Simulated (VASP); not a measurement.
A run of VASP 6.6.1:

INCAR

```
SYSTEM = SiC
PREC = Accurate
ENCUT = 520
EDIFF = 1E-6
ISMEAR = -1
SIGMA = 0.3447
LREAL = Auto
LASPH = .True.
NELM = 80
ALGO = Normal
ISIF = 2
LWAVE = .False.
LCHARG = .False.
GGA = PE
NBANDS = 46
ISYM = 0
```

File KPOINTS:

```
Automatic mesh
0
Gamma
  1 1 1
  0.25 0.25 0.25
```

The input POSCAR:

```
SiC
1.0
    5.8188710000      0.1233160000     -0.1634130000
    0.1233160000      5.8466490000     -0.1286390000
   -0.1634130000     -0.1286390000      5.4181290000
Si C
8 8
Direct
    0.5452226916      0.7184798406      0.9445978499
    0.3636371752     -0.3261006559      0.4010230800
    0.7532522931     -0.0322094361      0.3153848547
    0.2691060449      0.0912366376     -0.0072864607
    0.6440150236      1.0821063268      0.7975826162
    0.1898350695      0.9414302714      0.5790860954
   -0.2404447635      0.4958330327      0.7591322882
    0.5193878141      0.2970171935      0.3368193551
    0.8828320758      0.9273699104      0.7701682953
    0.2115957090      0.4670043516      0.9995853665
    0.0562491821      0.2262828694      0.2467675926
    0.0948705758      0.3899593101      0.6906480191
   -0.1671848258      0.6354345213      0.3280112909
    0.2618765144      0.6951680407      1.0341894312
    0.2185556592      0.3322917147      0.5178478604
   -0.1231683613      0.4109723494      0.2841552426
```

Potentials or basis: VASP PAW PBE potentials, release 64 (Si, C).

The run is started by

```bash
$ cat potpaw_PBE.64/Si/POTCAR potpaw_PBE.64/C/POTCAR > POTCAR
$ mpirun -np 1 vasp_std > vasp.out
```

Hardware: 1 thread of Intel(R) Xeon(R) 6975P-C (Granite Rapids) (shared host).

Task: How long does it take, and how much memory?

Result: Wall time 13 s on 1 thread of Intel(R) Xeon(R) 6975P-C (Granite Rapids), on a shared host, peak memory 0.26 GiB. Counts: scf iterations 16, k points 1.
